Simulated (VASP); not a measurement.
MgS: single point with PBE

The system is MgS.

```
CELL_PARAMETERS angstrom
0.00000 2.53393 2.53393
2.53393 0.00000 2.53393
2.53393 2.53393 0.00000
ATOMIC_POSITIONS crystal
Mg 0.00000 0.00000 0.00000
S 0.50000 0.50000 0.50000
```

| Item | Value |
| --- | --- |
| Program | VASP 6.6.1 |
| Task | single point |
| Functional | PBE |
| Potentials or basis | VASP PAW PBE potentials, release 64 (Mg, S) |
| Cutoff | 520 eV |
| k mesh | 8 × 8 × 8, shifted |
| Occupations | gaussian, width 0.02 eV |
| Spin | no spin polarisation |

```
Pressure               : 8.1 GPa
Band gap on the k mesh : 3.16 eV (least direct gap 4.66 eV)
```

Levels at points of the mesh, in eV from the valence-band top:
| k point | band 1 | band 2 | band 3 | band 4 | band 5 | band 6 | band 7 | band 8 |
| --- | --- | --- | --- | --- | --- | --- | --- | --- |
| (0.06, 0.06, 0.06) | -13.07 | -0.29 | 0.00 | 0.00 | 4.66 | 7.81 | 8.01 | 8.01 |

Wall time 2 min on 1 thread of Intel(R) Xeon(R) 6975P-C (Granite Rapids), on a shared host, peak memory 0.49 GiB.

Caveat: the cell stands under pressure; a shifted mesh leaves out Γ, where band edges can lie. A hybrid or GW would open this gap; PBE tends to underestimate it.
